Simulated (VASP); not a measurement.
# BaTe (Fm-3m) in VASP: further runs

Runs on BaTe. Level: r2SCAN. Tasks: relaxation of the atoms.

Program: VASP 6.6.1. These are calculated values, not measurements. Logs are shortened: lines on timing, memory, paths and dates and some standing lists are left out, and cuts for length are marked.

**1. The cell of the first run**

The structure is cubic, space group Fm-3m (No. 225). Conventional cell: a = 7.110 Å, b = 7.110 Å, c = 7.110 Å, α = 90.00°, β = 90.00°, γ = 90.00°. Within 4.7 Å of Ba (site symmetry m-3m) lie 6 Te at 3.55 Å. Within 4.7 Å of Te (site symmetry m-3m) lie 6 Ba at 3.55 Å.

**2. Relaxation of the atoms, r2SCAN**

Input file POSCAR:

```
BaTe
1.0
    0.0000000000      3.5549921700      3.5549921700
    3.5549921700      0.0000000000      3.5549921700
    3.5549921700      3.5549921700      0.0000000000
Ba Te
1 1
Direct
    0.0000000000      0.0000000000      0.0000000000
    0.5000000000      0.5000000000      0.5000000000
```

Input file INCAR.step1:

```
  PREC = Accurate
  ENCUT = 520
  ISMEAR = -1
  SIGMA = 0.02
  LREAL = False
  LASPH = True
  NELM = 80
  GGA = PE
  ALGO = Normal
  EDIFF = 1E-4
  LWAVE = True
  LCHARG = False
```

Input file INCAR.step2:

```
  PREC = Accurate
  ENCUT = 520
  EDIFF = 1E-7
  ISMEAR = -1
  SIGMA = 0.02
  LREAL = False
  LASPH = True
  NELM = 80
  ALGO = Normal
  ISIF = 2
  LWAVE = False
  LCHARG = False
  METAGGA = R2SCAN
  LMIXTAU = True
  IBRION = 2
  NSW = 50
  EDIFFG = -0.01
  ISTART = 1
```

Input file KPOINTS:

```
regular mesh
0
Gamma
  8 8 8
```

Potentials or basis: VASP PAW PBE potentials, release 64 (Ba_sv, Te).

Started as:

```sh
$ cat potpaw_PBE.64/Ba_sv/POTCAR potpaw_PBE.64/Te/POTCAR > POTCAR
$ cp INCAR.step1 INCAR
$ mpirun -np 1 vasp_std > vasp.out
$ cp INCAR.step2 INCAR
$ mpirun -np 1 vasp_std > vasp.out
```

OUTCAR:

```text
PREC = Accurate
   ENCUT = 520
   EDIFF = 1E-7
   ISMEAR = -1
   LREAL = False
   LASPH = True
   NELM = 80
   ISIF = 2
   METAGGA = R2SCAN
   IBRION = 2
   NSW = 50
   EDIFFG = -0.01
   ISTART = 1

 ion  position               nearest neighbor table
   1  0.000  0.000  0.000-   2 3.55   2 3.55   2 3.55   2 3.55   2 3.55   2 3.55
   2  0.500  0.500  0.500-   1 3.55   1 3.55   1 3.55   1 3.55   1 3.55   1 3.55

  LATTYP: Found a face centered cubic cell.
 ALAT       =     7.1099843400

  Lattice vectors:

 A1 = (   0.0000000000,   3.5549921700,   3.5549921700)
 A2 = (   3.5549921700,   0.0000000000,   3.5549921700)
 A3 = (   3.5549921700,   3.5549921700,   0.0000000000)

Analysis of symmetry for initial positions (statically):
=====================================================================
 Subroutine PRICEL returns:
 Original cell was already a primitive cell.

 Routine SETGRP: Setting up the symmetry group for a
 face centered cubic supercell.

 Subroutine GETGRP returns: Found 48 space group operations
 (whereof 48 operations were pure point group operations)
 out of a pool of 48 trial point group operations.

The static configuration has the point symmetry O_h .

Analysis of symmetry for dynamics (positions and initial velocities):
=====================================================================
 Subroutine PRICEL returns:
 Original cell was already a primitive cell.

 Routine SETGRP: Setting up the symmetry group for a
 face centered cubic supercell.

 Subroutine GETGRP returns: Found 48 space group operations
 (whereof 48 operations were pure point group operations)
 out of a pool of 48 trial point group operations.

The dynamic configuration has the point symmetry O_h .

 Subroutine INISYM returns: Found 48 space group operations
 (whereof 48 operations are pure point group operations),
 and found     1 'primitive' translations

----------------------------------------------------------------------------------------

                                     Primitive cell

  volume of cell :      89.8558

  direct lattice vectors                    reciprocal lattice vectors
     0.000000000  3.554992170  3.554992170    -0.140647286  0.140647286  0.140647286
     3.554992170  0.000000000  3.554992170     0.140647286 -0.140647286  0.140647286
     3.554992170  3.554992170  0.000000000     0.140647286  0.140647286 -0.140647286

  length of vectors
     5.027518141  5.027518141  5.027518141     0.243608245  0.243608245  0.243608245

  position of ions in fractional coordinates (direct lattice)
     0.000000000  0.000000000  0.000000000
     0.500000000  0.500000000  0.500000000

  ion indices of the primitive-cell ions
   primitive index   ion index
                 1           1
                 2           2

----------------------------------------------------------------------------------------

 KPOINTS: regular mesh

Automatic generation of k-mesh.
 Grid dimensions read from file:
 generate k-points for:    8    8    8

 Generating k-lattice:

  Cartesian coordinates                     Fractional coordinates (reciprocal lattice)
    -0.017580911  0.017580911  0.017580911     0.125000000  0.000000000  0.000000000
     0.017580911 -0.017580911  0.017580911     0.000000000  0.125000000  0.000000000
     0.017580911  0.017580911 -0.017580911     0.000000000  0.000000000  0.125000000

  Length of vectors
     0.030451031  0.030451031  0.030451031

  Shift w.r.t. Gamma in fractional coordinates (k-lattice)
     0.000000000  0.000000000  0.000000000

 Subroutine IBZKPT returns following result:
 ===========================================

 Found     29 irreducible k-points:

 Following reciprocal coordinates:
            Coordinates               Weight
  0.000000  0.000000  0.000000      1.000000
  0.125000  0.000000  0.000000      8.000000
  0.250000  0.000000  0.000000      8.000000
  0.375000  0.000000  0.000000      8.000000
  0.500000  0.000000  0.000000      4.000000
  0.125000  0.125000  0.000000      6.000000
[... 16 lines left out ...]
  0.500000  0.250000  0.125000     48.000000
 -0.375000  0.250000  0.125000     24.000000
 [... further k-points ...]
   k-points           NKPTS =     29   k-points in BZ     NKDIM =     29   number of bands    NBANDS=     12
   number of dos      NEDOS =    301   number of ions     NIONS =      2
   total plane-waves  NPLWV =  64000
   dimension x,y,z NGX =    40 NGY =   40 NGZ =   40
   dimension x,y,z NGXF=    80 NGYF=   80 NGZF=   80
   ions per type =               1   1
   NGX,Y,Z   is equivalent  to a cutoff of  13.23, 13.23, 13.23 a.u.
   NGXF,Y,Z  is equivalent  to a cutoff of  26.45, 26.45, 26.45 a.u.
 SYSTEM =  unknown system
   PREC   = accura    normal or accurate (medium, high low for compatibility)
   ISTART =      1    job   : 0-new  1-cont  2-samecut
   ICHARG =      0    charge: 1-file 2-atom 10-const
   ISPIN  =      1    spin polarized calculation?
   LNONCOLLINEAR =      F non collinear calculations
   LSORBIT =      F    spin-orbit coupling
   LASPH  =      T    aspherical Exc in radial PAW
   ENCUT  =  520.0 eV  38.22 Ry    6.18 a.u.   9.35  9.35  9.35*2*pi/ulx,y,z
   NELM   =     80;   NELMIN=  2; NELMDL=  0     # of ELM steps
   EDIFF  = 0.1E-06   stopping-criterion for ELM
   LREAL  =      F    real-space projection
   EDIFFG = -.1E-01   stopping-criterion for IOM
   NSW    =     50    number of steps for IOM
   IBRION =      2    ionic relax: 0-MD 1-quasi-New 2-CG
   NFREE  =      1    steps in history (QN), initial steepest desc. (CG)
   ISIF   =      2    stress and relaxation
   ISYM   =      2    0-nonsym 1-usesym 2-fastsym
   POTIM  = 0.5000    time-step for ionic-motion
   TEBEG  =    0.0;   TEEND  =   0.0 temperature during run
   PSTRESS=    0.0 pullay stress
   NELECT =      16.0000    total number of electrons
   NUPDOWN=      -1.0000    fix difference up-down
   EMIN   =  10.00;   EMAX   =-10.00  energy-range for DOS
   EFERMI =   0.00;   METHOD = LEGACY
   ISMEAR =    -1;   SIGMA  =   0.02  broadening in eV -4-tet -1-fermi 0-gaus
   EFERMI_NEDOS =   21; number of points for ismear=-14 and -15
   IALGO  =     38    algorithm
   IMIX   =      4    mixing-type and parameters
     AMIX     =   0.40;   BMIX     =  1.00
     AMIX_MAG =   1.60;   BMIX_MAG =  1.00
  volume/ion in A,a.u.               =      44.93       303.19
  Fermi-wavevector in a.u.,A,eV,Ry     =   0.921014  1.740464 11.541367  0.848267
  Thomas-Fermi vector in A             =   2.046383
   LORBIT       =      0    0 simple, 1 ext, 2 COOP (PROOUT), +10 PAW based schemes
   METAGGA = R2SCAN    functional components
   LHFCALC =     F    Hartree Fock is set to
   AEXX    =    0.0000 exact exchange contribution
   IVDW    =     0    specifies the selected vdW correction
   LEPSILON=     F    determine dielectric tensor
   LRPA    =     F    only Hartree local field effects (RPA)
 conjugate gradient relaxation of ions
 non-spin polarized calculation
  energy-cutoff  :      520.00
  volume of cell :       89.86
 maximum number of plane-waves:      2452
 NGX is ok and might be reduce to    40
   NGX = 19   NGY = 19   NGZ = 19

 number of electron      16.0000000 magnetization

 Free energy of the ion-electron system (eV)
  ---------------------------------------------------
  ext. energy  EPLUGINS =         0.00000000
  ---------------------------------------------------
  free energy    TOTEN  =       -56.02867609 eV

  energy without entropy =      -56.02867609  energy(sigma->0) =      -56.02867609

 E-fermi :   2.2690     XC(G=0):  -8.4344

 val. band max:        1.7770778599   @ k =   0.0000   0.0000   0.0000
 cond. band min:       3.7464268374   @ k =   0.5000   0.5000   0.0000
 fundamental gap:      1.9693489775
 Fermi energy:         2.2690306132

 k-point     1 :       0.0000    0.0000    0.0000
  band No.  band energies     occupation
      1     -26.1612      2.00000
      2     -10.8779      2.00000
      3     -10.8779      2.00000
      4     -10.8779      2.00000
      5      -7.9348      2.00000
      6       1.7771      2.00000
      7       1.7771      2.00000
      8       1.7771      2.00000
      9       5.1434      0.00000
     10       5.1434      0.00000
     11       5.1434      0.00000
     12       5.1655      0.00000

 k-point     2 :       0.1250    0.0000    0.0000
  band No.  band energies     occupation
      1     -26.1596      2.00000
      2     -10.9359      2.00000
      3     -10.8792      2.00000
      4     -10.8792      2.00000
      5      -7.8362      2.00000
      6       1.3188      2.00000
      7       1.5721      2.00000
      8       1.5721      2.00000
      9       5.1607      0.00000
     10       5.3359      0.00000
     11       5.3359      0.00000
     12       5.7849      0.00000

 k-point     3 :       0.2500    0.0000    0.0000
  band No.  band energies     occupation
      1     -26.1558      2.00000
      2     -11.0645      2.00000
      3     -10.8824      2.00000
      4     -10.8824      2.00000
      5      -7.6050      2.00000
      6       0.5197      2.00000
      7       1.1761      2.00000
      8       1.1761      2.00000
      9       5.3261      0.00000
     10       5.8507      0.00000
     11       5.8507      0.00000
     12       6.9791      0.00000
[... 286 lines left out ...]
 k-point    23 :       0.5000    0.2500    0.1250
  band No.  band energies     occupation
      1     -26.1499      2.00000
      2     -11.1257      2.00000
      3     -10.9415      2.00000
      4     -10.9016      2.00000
      5      -7.4626      2.00000
      6       0.1104      2.00000
      7       0.8385      2.00000
      8       1.0331      2.00000
      9       5.2710      0.00000
     10       6.7210      0.00000
     11       7.0309      0.00000
     12       7.1857      0.00000

 k-point    24 :      -0.3750    0.2500    0.1250
  band No.  band energies     occupation
      1     -26.1487      2.00000
      2     -11.1474      2.00000
      3     -10.9434      2.00000
      4     -10.9095      2.00000
      5      -7.4226      2.00000
      6       0.0685      2.00000
      7       0.8049      2.00000
      8       0.8472      2.00000
      9       5.8824      0.00000
     10       6.1543      0.00000
     11       7.3831      0.00000
     12       7.6506      0.00000

 [... further k-points ...]

------------------------ aborting loop because EDIFF is reached ----------------------------------------

  FORCE on cell =-STRESS in cart. coord.  units (eV):
  Direction    XX          YY          ZZ          XY          YZ          ZX
  --------------------------------------------------------------------------------------
  -------------------------------------------------------------------------------------
  Total       -0.1623219     -0.1623219     -0.1623219      0.0000000      0.0000000     -0.0000000
  in kB       -2.8942878     -2.8942878     -2.8942878      0.0000000      0.0000000     -0.0000000
  external PRESSURE =      -2.8942878 kB  Pullay stress =       0.0000000 kB

 VOLUME and BASIS-vectors are now :
 -----------------------------------------------------------------------------
  energy-cutoff  :      520.00
  volume of cell :       89.86
      direct lattice vectors                 reciprocal lattice vectors
     0.000000000  3.554992170  3.554992170    -0.140647286  0.140647286  0.140647286
     3.554992170  0.000000000  3.554992170     0.140647286 -0.140647286  0.140647286
     3.554992170  3.554992170  0.000000000     0.140647286  0.140647286 -0.140647286

 POSITION                                       TOTAL-FORCE (eV/Angst)
 -----------------------------------------------------------------------------------
      0.00000      0.00000      0.00000        -0.000000      0.000000     -0.000000
      3.55499      3.55499      3.55499         0.000000     -0.000000      0.000000
 -----------------------------------------------------------------------------------
    total drift:                                0.000000     -0.000000     -0.000000

  FREE ENERGIE OF THE ION-ELECTRON SYSTEM (eV)
  ---------------------------------------------------
  free  energy   TOTEN  =       -56.0286760860 eV

  energy  without entropy=      -56.0286760860  energy(sigma->0) =      -56.02867609

 reached required accuracy - stopping structural energy minimisation
```

Run time: 78 s. Hardware: 1 thread of Intel Xeon 6975P-C (Granite Rapids), shared host; peak memory 0.27 GiB.

What came out:

```yaml
Free_energy: -56.0287 eV
Pressure_after_relaxing: -0.3 GPa
Band_gap_on_the_k_mesh: 1.97 eV (least direct gap 2.36 eV)
```

Final structure:
```
CELL_PARAMETERS angstrom
0.00000 3.55499 3.55499
3.55499 0.00000 3.55499
3.55499 3.55499 0.00000
ATOMIC_POSITIONS crystal
Ba 0.00000 0.00000 0.00000
Te 0.50000 0.50000 0.50000
```

Caveat: the relaxation stopped at its first step, so nothing moved; the PAW data sets were made with another functional, which shifts forces and pressure a little; spin-orbit coupling is left out, which moves the levels of the heavy elements.

(Continued in part 2 of 2.)
